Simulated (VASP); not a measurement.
# FeSnRu2S4 in VASP: settings compared, part 2 of 2

VASP 6.6.1. Earlier steps stand in the parts before.

## 4. Relaxation of cell and atoms, PBE

This run uses another cell than the first one, of 19.63 Å³/atom.

INCAR

```
ALGO = Normal
EDIFF = 1E-7
EDIFFG = -0.01
ENCUT = 600
GGA = PE
GGA_COMPAT = F
IBRION = 2
ISIF = 3
ISMEAR = -1
LASPH = T
LCHARG = F
LREAL = F
LWAVE = F
NELM = 120
NELMIN = 4
NSW = 60
PREC = Accurate
SIGMA = 0.1
```

KPOINTS

```
k-points
0
Gamma
  4 4 4
```

POSCAR

```
FeSnRu2S4
1.0
    0.0000000000      5.4280130000      0.0000000000
    5.4280130000      0.0000000000      0.0000000000
    2.7140070000      2.7140070000     -5.3310850000
Fe Sn Ru S
1 1 2 4
Direct
    0.0000000000      0.0000000000      0.0000000000
    0.5000000000      0.5000000000      0.0000000000
    0.2500000000      0.7500000000      0.5000000000
    0.7500000000      0.2500000000      0.5000000000
    0.3770000000      0.3770000000      0.7360000000
    0.6230000000      0.1130000000      0.2640000000
    0.8870000000      0.8870000000      0.7360000000
    0.1130000000      0.6230000000      0.2640000000
```

Run with:

```console
$ cat potpaw_PBE.64/Fe/POTCAR potpaw_PBE.64/Sn_d/POTCAR potpaw_PBE.64/Ru_pv/POTCAR potpaw_PBE.64/S/POTCAR > POTCAR
$ mpirun -np 1 vasp_std > vasp.out
```

Wall time 80 min (1 thread of Intel Xeon Platinum 8259CL at 2.50GHz (Skylake/Cascade Lake), shared host); peak memory 0.45 GiB.

It converged, with:

```yaml
Free_energy: -47.9431 eV
Relaxed_volume: 19.16 Å³/atom
Relaxed_cell: a = 5.692 Å, b = 5.692 Å, c = 6.212 Å, α = 62.73°, β = 62.73°, γ = 90.00°
Space_group_after_relaxing_to_0.1_Å: I-42m (No. 121)
Energy_gained_by_relaxing: 184.3 meV/atom
Ionic_steps: 26
Pressure_after_relaxing: 0.0 GPa
Largest_force_after_relaxing: 0.006 eV/Å
Band_gap_on_the_k_mesh: zero (bands 37 and 38 overlap by 0.87 eV)
```

Forces on the atoms (eV/Å):
```
Fe   0.000  0.000  0.000
Sn   0.000  0.000  0.000
Ru   0.000  0.000  0.000
Ru   0.000  0.000  0.000
S    0.004  0.004  0.003
S    0.004 -0.004 -0.003
S   -0.004 -0.004  0.003
S   -0.004  0.004 -0.003
```

Stress tensor (GPa, compression positive):
```
 0.08  0.00  0.00
 0.00  0.08  0.00
 0.00  0.00 -0.02
```

Step by step:
```tsv
step	energy change (eV)	largest force (eV/Å)	pressure (GPa)	volume (Å³)
1	0.0000	2.0620	-1.96	157.07
2	-0.7027	1.3916	0.79	151.68
3	-1.0033	0.3779	6.95	144.46
4	-1.2021	0.7265	0.14	154.44
5	-1.2175	0.5102	1.40	152.26
6	-1.2643	0.1892	-0.19	154.72
7	-1.2679	0.1545	-0.75	155.67
8	-1.2893	0.1658	-0.09	154.74
9	-1.3124	0.3154	1.29	152.86
10	-1.3156	0.3981	1.97	151.94
11	-1.3237	0.4003	1.93	151.99
12	-1.3484	0.4041	1.79	152.12
13	-1.3954	0.4031	1.45	152.31
14	-1.4524	0.3779	0.68	152.39
15	-1.4538	0.3693	0.44	152.34
16	-1.4543	0.3714	0.50	152.36
17	-1.4640	0.2653	0.21	152.81
18	-1.4716	0.0851	-0.34	153.70
19	-1.4728	0.0632	-0.05	153.29
20	-1.4729	0.0543	0.13	153.05
21	-1.4734	0.0460	0.09	153.13
22	-1.4741	0.0351	-0.03	153.37
23	-1.4741	0.0367	-0.06	153.42
24	-1.4743	0.0104	0.03	153.31
25	-1.4743	0.0048	0.05	153.28
26	-1.4743	0.0062	0.04	153.28
```

Final structure:
```
Fe Sn Ru S
1.0
     0.00000    5.69165    0.00000
     5.69165    0.00000    0.00000
     2.84583    2.84583   -4.73174
Fe Sn Ru S
1 1 2 4
Direct
  0.00000 0.00000 0.00000
  0.50000 0.50000 0.00000
  0.25000 0.75000 0.50000
  0.75000 0.25000 0.50000
  0.34651 0.34651 0.70890
  0.65349 0.05540 0.29110
  0.94460 0.94460 0.70890
  0.05540 0.65349 0.29110
```

Levels at points of the mesh, in eV from the Fermi level:
```
           k point  band 33  band 34  band 35  band 36  band 37  band 38  band 39  band 40  band 41  band 42
(0.00, 0.00, 0.00)    -1.59    -1.40    -0.87    -0.41    -0.41    -0.15     0.28     0.53     1.96     2.46
(0.50, 0.00, 0.00)    -1.04    -0.80    -0.65    -0.61    -0.12    -0.08     0.40     0.67     0.99     1.36
(0.50, 0.50, 0.00)    -1.25    -0.91    -0.74    -0.18     0.46     0.53     0.74     0.79     1.03     1.18
(0.00, 0.00, 0.50)    -1.57    -1.38    -0.76     0.27     0.27     0.60     0.71     0.92     1.32     1.32
```

Caveat: spin-orbit coupling is left out, which moves the levels of the heavy elements; the run has no spin polarisation, though such a crystal can be magnetic.

## 5. Single point, RPBE

This run uses another cell than the first one, of 19.61 Å³/atom.

INCAR

```
PREC     = Accurate       # precision mode
ENCUT    = 600            # plane-wave cutoff, eV
EDIFF    = 1E-6           # SCF threshold, eV
ISMEAR   = -1             # smearing method
SIGMA    = 0.1            # smearing width, eV
LREAL    = False          # projectors in reciprocal space
LASPH    = True           # aspherical terms in the spheres
NELM     = 120            # most SCF steps
ALGO     = Normal         # electronic algorithm
ISIF     = 2              # what is computed and relaxed
LWAVE    = False          # write WAVECAR
LCHARG   = True           # write CHGCAR
GGA      = RP             # functional
LELF     = True           # ELF
LVHAR    = True         
ISYM     = 0            
NBANDS   = 47             # bands
GGA_COMPAT= False
```

KPOINTS

```
Automatic mesh
0
Gamma
  4 4 4
  0.5 0.5 0.5
```

POSCAR

```
FeSnRu2S4
1.0
   -0.0002628913      5.7569975636      0.0000002700
    5.7569975636     -0.0002628913      0.0000002700
    2.8783675581      2.8783675581     -4.7342123918
Fe Sn Ru S
1 1 2 4
Direct
   -0.0002937362     -0.0002937362      0.0005874724
    0.5007226696      0.5007226696     -0.0014453391
    0.2498002309      0.7498002309      0.5003995381
    0.7498002309      0.2498002309      0.5003995381
    0.3467137383      0.3467137383      0.7067186775
    0.6525811269      0.0541081555      0.2933107177
    0.9465675842      0.9465675842      0.7067186775
    0.0541081555      0.6525811269      0.2933107177
```

Run with:

```console
$ cat potpaw_PBE.64/Fe/POTCAR potpaw_PBE.64/Sn_d/POTCAR potpaw_PBE.64/Ru_pv/POTCAR potpaw_PBE.64/S/POTCAR > POTCAR
$ mpirun -np 1 vasp_std > vasp.out
```

Wall time 14 min (1 thread of Intel Xeon Platinum 8259CL at 2.50GHz (Skylake/Cascade Lake), shared host); peak memory 0.5 GiB.

The run converged. Its results:

```
Free energy            : -44.4394 eV
Pressure               : -0.1 GPa
Largest force          : 0.049 eV/Å
Band gap on the k mesh : zero (bands 37 and 38 overlap by 0.51 eV)
```

Forces on the atoms (eV/Å):
```
Fe   0.000  0.000  0.001
Sn   0.000  0.000 -0.003
Ru   0.000  0.000  0.002
Ru   0.000  0.000  0.002
S    0.021  0.021  0.034
S    0.025 -0.025 -0.034
S   -0.021 -0.021  0.034
S   -0.025  0.025 -0.034
```

Stress tensor (GPa, compression positive):
```
-0.11  0.00  0.00
 0.00 -0.11  0.00
 0.00  0.00  0.00
```

Levels at points of the mesh, in eV from the Fermi level:
| k point | band 33 | band 34 | band 35 | band 36 | band 37 | band 38 | band 39 | band 40 | band 41 | band 42 |
| --- | --- | --- | --- | --- | --- | --- | --- | --- | --- | --- |
| (0.12, 0.12, 0.12) | -1.17 | -1.14 | -0.99 | -0.52 | -0.39 | -0.23 | 0.22 | 0.80 | 1.78 | 1.85 |

Caveat: the PAW data sets were made with another functional, which shifts forces and pressure a little; spin-orbit coupling is left out, which moves the levels of the heavy elements; the run has no spin polarisation, though such a crystal can be magnetic.

## 6. Overview

| task | level | cell | k mesh | gap on the mesh (eV) | pressure (GPa) | largest force (eV/Å) |
| --- | --- | --- | --- | --- | --- | --- |
| single point | PBE | a = 5.699, b = 5.699, c = 6.204 Å, angles 62.7, 62.7, 90.0°, 8 atoms, atomic positions A | 4 × 4 × 4 | none | 0.0 | 0.06 |
| relaxation of cell and atoms | PBE | relaxed from a = 5.428, b = 5.428, c = 6.569 Å, angles 65.6, 65.6, 90.0°, 8 atoms, atomic positions B | 4 × 4 × 4 | none | 0.0 | 0.01 |
| single point | RPBE | a = 5.757, b = 5.757, c = 6.244 Å, angles 62.5, 62.5, 90.0°, 8 atoms, atomic positions C | 4 × 4 × 4, shifted | none | -0.1 | 0.05 |

Alike in all rows: potentials or basis VASP PAW PBE potentials, release 64 (Fe, Sn_d, Ru_pv, S); no spin polarisation; cutoff (eV) 600; smearing fermi-dirac 0.1 eV.

Caveats: spin-orbit coupling is left out, which moves the levels of the heavy elements; the run has no spin polarisation, though such a crystal can be magnetic; the PAW data sets were made with another functional, which shifts forces and pressure a little (at least some runs).

Total energies depend on the potentials used, so only differences within one code and one set of settings carry meaning.
